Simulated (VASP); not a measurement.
TiO2: single point with r2SCAN

Crystal: TiO2.

```
CELL_PARAMETERS angstrom
1.49733 0.86448 6.98154
-1.49733 0.86448 6.98154
0.00000 -1.72897 6.98154
ATOMIC_POSITIONS crystal
Ti 0.00000 0.00000 0.00000
O 0.62047 0.62047 0.62047
O 0.37953 0.37953 0.37953
```

```json
{"Program": "VASP 6.6.1", "Task": "single point", "Functional": "r2SCAN", "Potentials or basis": "VASP PAW PBE potentials, release 64 (Ti_sv, O)", "Cutoff": "520 eV", "k mesh": "6 × 6 × 6", "Occupations": "gaussian, width 0.01 eV", "Spin": "no spin polarisation"}
```

```yaml
Pressure: -2.6 GPa
Largest_force: 0.356 eV/Å
Band_gap_on_the_k_mesh: 3.10 eV, indirect (least direct gap 3.30 eV)
```

Forces on the atoms (eV/Å):
```
Ti   0.000  0.000  0.000
O    0.000  0.000  0.356
O    0.000  0.000 -0.356
```

Stress tensor (GPa, compression positive):
```
-2.79  0.00  0.00
 0.00 -2.79  0.00
 0.00  0.00 -2.24
```

Levels at points of the mesh, in eV from the valence-band top:
```tsv
k point	band 8	band 9	band 10	band 11	band 12	band 13	band 14	band 15	band 16	band 17
(0.00, 0.00, 0.00)	-3.70	-3.65	-0.60	-0.20	-0.20	3.10	3.10	4.81	7.23	7.23
(0.50, 0.00, 0.00)	-2.85	-2.59	-1.68	-1.25	-0.65	3.33	4.14	4.21	6.63	7.10
(0.50, 0.50, 0.00)	-2.85	-2.59	-1.68	-1.25	-0.65	3.33	4.14	4.21	6.62	7.10
(0.50, 0.50, 0.50)	-3.70	-3.63	-0.65	-0.20	-0.20	3.10	3.10	4.82	7.23	7.23
```

Wall time 31 min on 1 thread of AMD EPYC 7R13, with other jobs on the host, peak memory 0.41 GiB.

Caveat: the PAW data sets were made with another functional, which shifts forces and pressure a little. r2SCAN opens gaps a little over a GGA but as a rule still falls short of measured ones.
